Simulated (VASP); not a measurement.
# AlN (P1) in VASP: a series of runs

Runs on AlN. Level: PBE. Tasks: single point.

Program: VASP 6.6.1. These are calculated values, not measurements. Logs are shortened: lines on timing, memory, paths and dates and some standing lists are left out, and cuts for length are marked.

**1. The cell of the first run**

The typed cell holds 4 atoms: a = 3.113 Å, b = 3.113 Å, c = 5.393 Å, α = 73.22°, β = 73.22°, γ = 60.00°.

**2. Single point, PBE (mode 4 frozen in at -0.154 Å and mode 10 at +0.030 Å (largest displacements))**

Contents of INCAR:

```
PREC = Accurate ; ENCUT = 520
EDIFF = 1E-7 ; ISMEAR = 0
SIGMA = 0.05 ; LREAL = False
LASPH = True ; NELM = 80
ALGO = Normal ; ISIF = 2
LWAVE = False ; LCHARG = False
GGA = PE ; NBANDS = 16
```

Contents of KPOINTS:

```
regular mesh
0
Gamma
  6 6 6
```

Contents of POSCAR:

```
AlN
1.0
    0.0000000000     -2.2015682416     -2.2015682416
   -2.2015682416      0.0000000000     -2.2015682416
    2.2015682416      2.2015682416     -4.4031364832
Al N
2 2
Direct
   -0.0104215726      0.0561202794      0.0017685100
    0.5139585927      0.4474167407      0.5017685100
    0.3606704088      0.4202952629      0.8715933375
    0.8825162661      0.8228914120      0.3715933375
```

Potentials or basis: VASP PAW PBE potentials, release 64 (Al, N).

The run is started by

```
$ cat potpaw_PBE.64/Al/POTCAR potpaw_PBE.64/N/POTCAR > POTCAR
$ mpirun -np 1 vasp_std > vasp.out
```

OUTCAR:

```text
PREC = Accurate
   ENCUT = 520
   EDIFF = 1E-7
   ISMEAR = 0
   LREAL = False
   LASPH = True
   NELM = 80
   ISIF = 2
   GGA = PE

 ion  position               nearest neighbor table
   1  0.990  0.056  0.002-   3 1.87   4 1.91   3 1.93   3 1.95   2 2.96   2 3.00   2 3.09   2 3.17
                             2 3.26   2 3.29
   2  0.514  0.447  0.502-   4 1.89   3 1.90   4 1.92   4 1.94   1 2.96   1 3.00   1 3.09   1 3.17
                             1 3.26   1 3.29
   3  0.361  0.420  0.872-   1 1.87   2 1.90   1 1.93   1 1.95
   4  0.883  0.823  0.372-   2 1.89   1 1.91   2 1.92   2 1.94

  LATTYP: Found a trigonal (rhomboedric) cell.
 ALAT       =     5.3927188258
 COS(alpha) =     0.8333333333

  Lattice vectors:

 A1 = (   2.2015682416,   4.4031364832,  -2.2015682416)
 A2 = (   4.4031364832,   2.2015682416,  -2.2015682416)
 A3 = (   2.2015682416,   2.2015682416,  -4.4031364832)

Analysis of symmetry for initial positions (statically):
=====================================================================
 Subroutine PRICEL returns:
 Original cell was already a primitive cell.

 Routine SETGRP: Setting up the symmetry group for a
 trigonal (rhombohedral) supercell.

 Subroutine GETGRP returns: Found  1 space group operations
 (whereof  1 operations were pure point group operations)
 out of a pool of 12 trial point group operations.

The static configuration has the point symmetry C_1 .

Analysis of symmetry for dynamics (positions and initial velocities):
=====================================================================
 Subroutine PRICEL returns:
 Original cell was already a primitive cell.

 Routine SETGRP: Setting up the symmetry group for a
 trigonal (rhombohedral) supercell.

 Subroutine GETGRP returns: Found  1 space group operations
 (whereof  1 operations were pure point group operations)
 out of a pool of 12 trial point group operations.

The dynamic configuration has the point symmetry C_1 .

 Subroutine INISYM returns: Found  1 space group operations
 (whereof  1 operations are pure point group operations),
 and found     1 'primitive' translations

----------------------------------------------------------------------------------------

                                     Primitive cell

  volume of cell :      42.6831
[... 86 lines left out ...]
   ICHARG =      2    charge: 1-file 2-atom 10-const
   ISPIN  =      1    spin polarized calculation?
   LNONCOLLINEAR =      F non collinear calculations
   LSORBIT =      F    spin-orbit coupling
   LASPH  =      T    aspherical Exc in radial PAW
   ENCUT  =  520.0 eV  38.22 Ry    6.18 a.u.   5.79  5.79 10.03*2*pi/ulx,y,z
   NELM   =     80;   NELMIN=  2; NELMDL= -5     # of ELM steps
   EDIFF  = 0.1E-06   stopping-criterion for ELM
   LREAL  =      F    real-space projection
   EDIFFG = 0.1E-05   stopping-criterion for IOM
   NSW    =      0    number of steps for IOM
   IBRION =     -1    ionic relax: 0-MD 1-quasi-New 2-CG
   NFREE  =      0    steps in history (QN), initial steepest desc. (CG)
   ISIF   =      2    stress and relaxation
   ISYM   =      2    0-nonsym 1-usesym 2-fastsym
   POTIM  = 0.5000    time-step for ionic-motion
   TEBEG  =    0.0;   TEEND  =   0.0 temperature during run
   PSTRESS=    0.0 pullay stress
   NELECT =      16.0000    total number of electrons
   NUPDOWN=      -1.0000    fix difference up-down
   EMIN   =  10.00;   EMAX   =-10.00  energy-range for DOS
   EFERMI =   0.00;   METHOD = LEGACY
   ISMEAR =     0;   SIGMA  =   0.05  broadening in eV -4-tet -1-fermi 0-gaus
   EFERMI_NEDOS =   21; number of points for ismear=-14 and -15
   IALGO  =     38    algorithm
   IMIX   =      4    mixing-type and parameters
     AMIX     =   0.40;   BMIX     =  1.00
     AMIX_MAG =   1.60;   BMIX_MAG =  1.00
  volume/ion in A,a.u.               =      10.67        72.01
  Fermi-wavevector in a.u.,A,eV,Ry     =   1.180400  2.230633 18.957611  1.393345
  Thomas-Fermi vector in A             =   2.316693
   LORBIT       =      0    0 simple, 1 ext, 2 COOP (PROOUT), +10 PAW based schemes
   GGA     = PE    functional components
   LHFCALC =     F    Hartree Fock is set to
   AEXX    =    0.0000 exact exchange contribution
   IVDW    =     0    specifies the selected vdW correction
   LEPSILON=     F    determine dielectric tensor
   LRPA    =     F    only Hartree local field effects (RPA)
 non-spin polarized calculation
 Gauss-broadening in eV      SIGMA  =   0.05
  energy-cutoff  :      520.00
  volume of cell :       42.68
 maximum number of plane-waves:      1168
   NGX = 11   NGY = 11   NGZ = 21

 number of electron      16.0000000 magnetization

 Free energy of the ion-electron system (eV)
  ---------------------------------------------------
  ext. energy  EPLUGINS =         0.00000000
  ---------------------------------------------------
  free energy    TOTEN  =       -29.50352000 eV

  energy without entropy =      -29.50352000  energy(sigma->0) =      -29.50352000

 E-fermi :   6.1765     XC(G=0): -10.8416

 val. band max:        5.8859447871   @ k =   0.0000   0.0000   0.0000
 cond. band min:       9.0776687545   @ k =   0.5000   0.0000   0.5000
 fundamental gap:      3.1917239673
 Fermi energy:         6.1764709168

 k-point     1 :       0.0000    0.0000    0.0000
  band No.  band energies     occupation
      1      -9.0767      2.00000
      2      -7.0774      2.00000
      3      -0.0175      2.00000
      4       5.2381      2.00000
      5       5.3800      2.00000
      6       5.7036      2.00000
[... 433 lines left out ...]
      3       1.0578      2.00000
      4       1.5394      2.00000
      5       2.8966      2.00000
      6       3.5073      2.00000
[... 8 lines left out ...]
     15      18.3221      0.00000
     16      19.5530      0.00000

 [... further k-points ...]
[... 5 lines left out ...]
  --------------------------------------------------------------------------------------
  -------------------------------------------------------------------------------------
  Total       -0.6493416      0.3055769     -0.3469891      0.7536618     -0.0175633     -0.0184288
  in kB      -24.3740317     11.4702965    -13.0247670     28.2898486     -0.6592649     -0.6917539
  external PRESSURE =      -8.6428340 kB  Pullay stress =       0.0000000 kB

 VOLUME and BASIS-vectors are now :
 -----------------------------------------------------------------------------
  energy-cutoff  :      520.00
  volume of cell :       42.68
      direct lattice vectors                 reciprocal lattice vectors
     0.000000000 -2.201568242 -2.201568242     0.113555417 -0.340666251 -0.113555417
    -2.201568242  0.000000000 -2.201568242    -0.340666251  0.113555417 -0.113555417
     2.201568242  2.201568242 -4.403136483     0.113555417  0.113555417 -0.113555417

 POSITION                                       TOTAL-FORCE (eV/Angst)
 -----------------------------------------------------------------------------------
     -0.11966     -2.17473     -2.30996         0.679207      0.016573      0.967062
      0.11966     -0.02684     -4.32589        -0.464320      0.213818      0.067543
      0.99356      1.12483     -5.55709         0.185888     -0.185804     -0.331255
     -0.99356     -1.12483     -5.39075        -0.400775     -0.044587     -0.703350
 -----------------------------------------------------------------------------------
    total drift:                                0.000050     -0.000010     -0.000084

  FREE ENERGIE OF THE ION-ELECTRON SYSTEM (eV)
  ---------------------------------------------------
  free  energy   TOTEN  =       -29.5035200032 eV

  energy  without entropy=      -29.5035200032  energy(sigma->0) =      -29.50352000
```

stdout:

```text
POSCAR found type information on POSCAR AlN
 POSCAR found :  2 types and       4 ions
 scaLAPACK will be used
 LDA part: xc-table for (Slater+PW92), standard interpolation
 POSCAR, INCAR and KPOINTS ok, starting setup
 FFT: planning ... GRIDC
 FFT: planning ... GRID_SOFT
 FFT: planning ... GRID
 WAVECAR not read
 entering main loop
```

Wall time 63 s (1 thread of Intel Xeon Platinum 8259CL at 2.50GHz (Skylake/Cascade Lake), shared host); peak memory 0.19 GiB.

Results:

```
Free energy            : -29.5035 eV
Pressure               : -0.9 GPa
Largest force          : 1.182 eV/Å
Band gap on the k mesh : 3.19 eV, indirect (least direct gap 3.71 eV)
```

Forces on the atoms (eV/Å):
```
Al   0.679  0.017  0.967
Al  -0.464  0.214  0.068
N    0.186 -0.186 -0.331
N   -0.401 -0.045 -0.703
```

Stress tensor (GPa, compression positive):
```
-2.44  2.83 -0.07
 2.83  1.15 -0.07
-0.07 -0.07 -1.30
```

Levels at points of the mesh, in eV from the valence-band top:
| k point | band 4 | band 5 | band 6 | band 7 | band 8 | band 9 | band 10 | band 11 | band 12 | band 13 |
| --- | --- | --- | --- | --- | --- | --- | --- | --- | --- | --- |
| (0.00, 0.00, 0.00) | -0.65 | -0.51 | -0.18 | -0.03 | 0.00 | 3.75 | 6.91 | 9.37 | 10.81 | 10.94 |
| (0.50, 0.00, 0.00) | -4.72 | -2.54 | -2.39 | -1.26 | -1.22 | 5.62 | 5.65 | 9.08 | 9.38 | 11.59 |
| (0.00, 0.50, 0.00) | -4.60 | -2.72 | -2.01 | -1.32 | -1.24 | 5.49 | 5.71 | 8.92 | 10.21 | 11.17 |
| (0.50, 0.50, 0.50) | -4.70 | -2.66 | -2.13 | -1.20 | -1.15 | 5.54 | 5.67 | 8.88 | 9.92 | 11.26 |
| (0.50, 0.50, 0.00) | -4.96 | -1.95 | -1.76 | -0.59 | -0.52 | 3.23 | 6.90 | 8.21 | 9.56 | 10.54 |
| (0.00, 0.50, 0.50) | -4.96 | -1.87 | -1.84 | -0.70 | -0.57 | 3.25 | 7.01 | 8.12 | 9.67 | 10.48 |
| (0.50, 0.00, 0.50) | -4.95 | -1.88 | -1.82 | -0.70 | -0.52 | 3.19 | 6.83 | 8.33 | 9.50 | 10.66 |
| (0.00, 0.00, 0.50) | -3.35 | -0.53 | -0.44 | -0.21 | -0.12 | 5.96 | 6.00 | 10.41 | 10.49 | 11.51 |

Caveat: the cell differs from its parent crystal (mode 4 frozen in at -0.154 Å and mode 10 at +0.030 Å (largest displacements)); forces of over 1 eV/Å act on the atoms, so gaps and moduli don't describe the material at rest. A k mesh can miss the band edges.

**3. Single point, PBE (mode 4 frozen in at -0.205 Å and mode 10 at -0.045 Å (largest displacements))**

Contents of INCAR:

```
ALGO = Normal ; EDIFF = 1E-7
ENCUT = 520 ; GGA = PE
ISIF = 2 ; ISMEAR = 0
LASPH = True ; LCHARG = True
LELF = True ; LREAL = False
LVHAR = True ; LWAVE = False
NBANDS = 16 ; NELM = 80
PREC = Accurate ; SIGMA = 0.05
```

Contents of KPOINTS:

```
k-points
0
Gamma
  6 6 6
```

Contents of POSCAR:

```
AlN
1.0
    0.0000000000     -2.2015682416     -2.2015682416
   -2.2015682416      0.0000000000     -2.2015682416
    2.2015682416      2.2015682416     -4.4031364832
Al N
2 2
Direct
   -0.0189009247      0.0697927012     -0.0026527651
    0.5135953946      0.4249017687      0.4973472349
    0.3655508236      0.4450247839      0.8801099938
    0.8946691639      0.8151952037      0.3801099938
```

Potentials or basis: VASP PAW PBE potentials, release 64 (Al, N).

The run is started by

```
$ cat potpaw_PBE.64/Al/POTCAR potpaw_PBE.64/N/POTCAR > POTCAR
$ mpirun -np 1 vasp_std > vasp.out
```

OUTCAR:

```text
EDIFF = 1E-7
   ENCUT = 520
   GGA = PE
   ISIF = 2
   ISMEAR = 0
   LASPH = True
   LREAL = False
   NELM = 80
   PREC = Accurate

 ion  position               nearest neighbor table
   1  0.981  0.070  0.997-   3 1.86   3 1.89   3 1.93   4 1.98   2 2.91   2 2.96   2 3.09   2 3.19
                             2 3.31   2 3.36
   2  0.514  0.425  0.497-   4 1.85   4 1.87   4 1.96   3 1.99   1 2.91   1 2.96   1 3.09   1 3.19
                             1 3.31   1 3.36
   3  0.366  0.445  0.880-   1 1.86   1 1.89   1 1.93   2 1.99
   4  0.895  0.815  0.380-   2 1.85   2 1.87   2 1.96   1 1.98

  LATTYP: Found a trigonal (rhomboedric) cell.
 ALAT       =     5.3927188258
 COS(alpha) =     0.8333333333

  Lattice vectors:

 A1 = (   2.2015682416,   4.4031364832,  -2.2015682416)
 A2 = (   4.4031364832,   2.2015682416,  -2.2015682416)
 A3 = (   2.2015682416,   2.2015682416,  -4.4031364832)

Analysis of symmetry for initial positions (statically):
=====================================================================
 Subroutine PRICEL returns:
 Original cell was already a primitive cell.

 Routine SETGRP: Setting up the symmetry group for a
 trigonal (rhombohedral) supercell.

 Subroutine GETGRP returns: Found  1 space group operations
 (whereof  1 operations were pure point group operations)
 out of a pool of 12 trial point group operations.

The static configuration has the point symmetry C_1 .

Analysis of symmetry for dynamics (positions and initial velocities):
=====================================================================
 Subroutine PRICEL returns:
 Original cell was already a primitive cell.

 Routine SETGRP: Setting up the symmetry group for a
 trigonal (rhombohedral) supercell.

[... 120 lines left out ...]
   NUPDOWN=      -1.0000    fix difference up-down
   EMIN   =  10.00;   EMAX   =-10.00  energy-range for DOS
   EFERMI =   0.00;   METHOD = LEGACY
   ISMEAR =     0;   SIGMA  =   0.05  broadening in eV -4-tet -1-fermi 0-gaus
   EFERMI_NEDOS =   21; number of points for ismear=-14 and -15
   IALGO  =     38    algorithm
   IMIX   =      4    mixing-type and parameters
     AMIX     =   0.40;   BMIX     =  1.00
     AMIX_MAG =   1.60;   BMIX_MAG =  1.00
  volume/ion in A,a.u.               =      10.67        72.01
  Fermi-wavevector in a.u.,A,eV,Ry     =   1.180400  2.230633 18.957611  1.393345
  Thomas-Fermi vector in A             =   2.316693
   LORBIT       =      0    0 simple, 1 ext, 2 COOP (PROOUT), +10 PAW based schemes
   GGA     = PE    functional components
   LHFCALC =     F    Hartree Fock is set to
   AEXX    =    0.0000 exact exchange contribution
   IVDW    =     0    specifies the selected vdW correction
   LEPSILON=     F    determine dielectric tensor
   LRPA    =     F    only Hartree local field effects (RPA)
 non-spin polarized calculation
 Gauss-broadening in eV      SIGMA  =   0.05
  energy-cutoff  :      520.00
  volume of cell :       42.68
 maximum number of plane-waves:      1168
   NGX = 11   NGY = 11   NGZ = 21

 number of electron      15.9999998 magnetization

 Free energy of the ion-electron system (eV)
  ---------------------------------------------------
  ext. energy  EPLUGINS =         0.00000000
  ---------------------------------------------------
  free energy    TOTEN  =       -29.31291560 eV

  energy without entropy =      -29.31291560  energy(sigma->0) =      -29.31291560

 E-fermi :   6.3422     XC(G=0): -10.8483

 val. band max:        6.1306454011   @ k =   0.0000   0.0000   0.0000
 cond. band min:       9.0906421687   @ k =   0.5000   0.0000   0.5000
 fundamental gap:      2.9599967675
 Fermi energy:         6.3422104308

 k-point     1 :       0.0000    0.0000    0.0000
  band No.  band energies     occupation
      1      -9.0686      2.00000
      2      -7.0790      2.00000
      3       0.0929      2.00000
      4       5.1277      2.00000
      5       5.3439      2.00000
      6       5.5744      2.00000
[... 433 lines left out ...]
      3       1.0587      2.00000
      4       1.5978      2.00000
      5       2.9199      2.00000
      6       3.4786      2.00000
[... 8 lines left out ...]
     15      18.2479      0.00000
     16      19.8467      0.00000

 [... further k-points ...]
[... 5 lines left out ...]
  --------------------------------------------------------------------------------------
  -------------------------------------------------------------------------------------
  Total       -0.8700600      0.8161510     -0.3718334     -0.9018878     -0.2314788     -0.2556222
  in kB      -32.6590331     30.6354789    -13.9573347    -33.8537388     -8.6889119     -9.5951693
  external PRESSURE =      -5.3269630 kB  Pullay stress =       0.0000000 kB

 VOLUME and BASIS-vectors are now :
 -----------------------------------------------------------------------------
  energy-cutoff  :      520.00
  volume of cell :       42.68
      direct lattice vectors                 reciprocal lattice vectors
     0.000000000 -2.201568242 -2.201568242     0.113555417 -0.340666251 -0.113555417
    -2.201568242  0.000000000 -2.201568242    -0.340666251  0.113555417 -0.113555417
     2.201568242  2.201568242 -4.403136483     0.113555417  0.113555417 -0.113555417

 POSITION                                       TOTAL-FORCE (eV/Angst)
 -----------------------------------------------------------------------------------
      2.04207      0.03577     -6.70507         0.887286     -0.168924     -0.381422
      0.15949     -0.03577     -4.25605        -0.733225      0.352033     -1.651873
      0.95787      1.13284     -5.65978         0.289469     -0.154416      1.375815
     -0.95787     -1.13284     -5.43806        -0.443530     -0.028694      0.657479
 -----------------------------------------------------------------------------------
    total drift:                               -0.000204      0.000139     -0.000122

  FREE ENERGIE OF THE ION-ELECTRON SYSTEM (eV)
  ---------------------------------------------------
  free  energy   TOTEN  =       -29.3129155996 eV

  energy  without entropy=      -29.3129155996  energy(sigma->0) =      -29.31291560
```

Wall time 72 s (1 thread of Intel Xeon Platinum 8259CL at 2.50GHz (Skylake/Cascade Lake), shared host); peak memory 0.19 GiB.

Results:

```
Free energy            : -29.3129 eV
Pressure               : -0.5 GPa
Largest force          : 1.841 eV/Å
Band gap on the k mesh : 2.96 eV, indirect (least direct gap 3.43 eV)
```

Forces on the atoms (eV/Å):
```
Al   0.887 -0.169 -0.381
Al  -0.733  0.352 -1.652
N    0.289 -0.154  1.376
N   -0.444 -0.029  0.657
```

Stress tensor (GPa, compression positive):
```
-3.27 -3.39 -0.96
-3.39  3.06 -0.87
-0.96 -0.87 -1.40
```

Caveat: the cell differs from its parent crystal (mode 4 frozen in at -0.205 Å and mode 10 at -0.045 Å (largest displacements)); forces of over 1 eV/Å act on the atoms, so gaps and moduli don't describe the material at rest. A k mesh can miss the band edges.

**4. Single point, PBE (mode 4 frozen in at -0.205 Å and mode 10 at +0.045 Å (largest displacements))**

Contents of INCAR:

```
PREC = Accurate ; ENCUT = 520
EDIFF = 1E-7 ; ISMEAR = 0
SIGMA = 0.05 ; LREAL = F
LASPH = T ; NELM = 60
ALGO = Normal ; ISIF = 2
LWAVE = F ; LCHARG = F
GGA = PE ; NBANDS = 16
```

Contents of KPOINTS:

```
Automatic mesh
0
Gamma
  6 6 6
```

Contents of POSCAR:

```
AlN
1.0
    0.0000000000     -2.2015682416     -2.2015682416
   -2.2015682416      0.0000000000     -2.2015682416
    2.2015682416      2.2015682416     -4.4031364832
Al N
2 2
Direct
   -0.0135953946      0.0750982313      0.0026527651
    0.5189009247      0.4302072988      0.5026527651
    0.3553308361      0.4348047963      0.8698900062
    0.8844491764      0.8049752161      0.3698900062
```

The run is started by

```
$ cat potpaw_PBE.64/Al/POTCAR potpaw_PBE.64/N/POTCAR > POTCAR
$ mpirun -np 1 vasp_std > vasp.out
```

It took 76 s on 1 thread of Intel Xeon Platinum 8259CL at 2.50GHz (Skylake/Cascade Lake), shared host; peak memory 0.19 GiB.

It converged, with:

- Free energy: -29.3511 eV
- Pressure: -1.3 GPa
- Largest force: 1.627 eV/Å
- Band gap on the k mesh: 3.12 eV, indirect (least direct gap 3.59 eV)

Forces on the atoms (eV/Å):
```
Al   0.938  0.107  1.325
Al  -0.536  0.325  0.151
N    0.194 -0.318 -0.507
N   -0.597 -0.114 -0.968
```

Stress tensor (GPa, compression positive):
```
-3.97  4.24 -0.09
 4.24  2.31 -0.05
-0.09 -0.05 -2.19
```

Levels at points of the mesh, in eV from the valence-band top:
| k point | band 5 | band 6 | band 7 | band 8 | band 9 | band 10 | band 11 | band 12 |
| --- | --- | --- | --- | --- | --- | --- | --- | --- |
| (0.00, 0.00, 0.00) | -0.55 | -0.28 | -0.05 | 0.00 | 3.59 | 6.74 | 9.18 | 10.70 |
| (0.50, 0.00, 0.00) | -2.65 | -2.47 | -1.31 | -1.24 | 5.47 | 5.53 | 8.69 | 9.10 |
| (0.00, 0.50, 0.00) | -2.86 | -1.91 | -1.39 | -1.30 | 5.29 | 5.60 | 8.60 | 10.18 |
| (0.50, 0.50, 0.50) | -2.79 | -2.10 | -1.20 | -1.16 | 5.38 | 5.53 | 8.49 | 9.82 |
| (0.50, 0.50, 0.00) | -2.06 | -1.78 | -0.67 | -0.57 | 3.19 | 6.72 | 8.03 | 9.46 |
| (0.00, 0.50, 0.50) | -1.95 | -1.90 | -0.83 | -0.64 | 3.23 | 6.90 | 7.89 | 9.61 |
| (0.50, 0.00, 0.50) | -1.97 | -1.87 | -0.83 | -0.53 | 3.12 | 6.58 | 8.22 | 9.36 |
| (0.00, 0.00, 0.50) | -0.65 | -0.52 | -0.22 | -0.10 | 5.77 | 5.84 | 10.20 | 10.33 |

Caveat: the cell differs from its parent crystal (mode 4 frozen in at -0.205 Å and mode 10 at +0.045 Å (largest displacements)); forces of over 1 eV/Å act on the atoms, so gaps and moduli don't describe the material at rest.

(Part 1 of 2 ends here.)
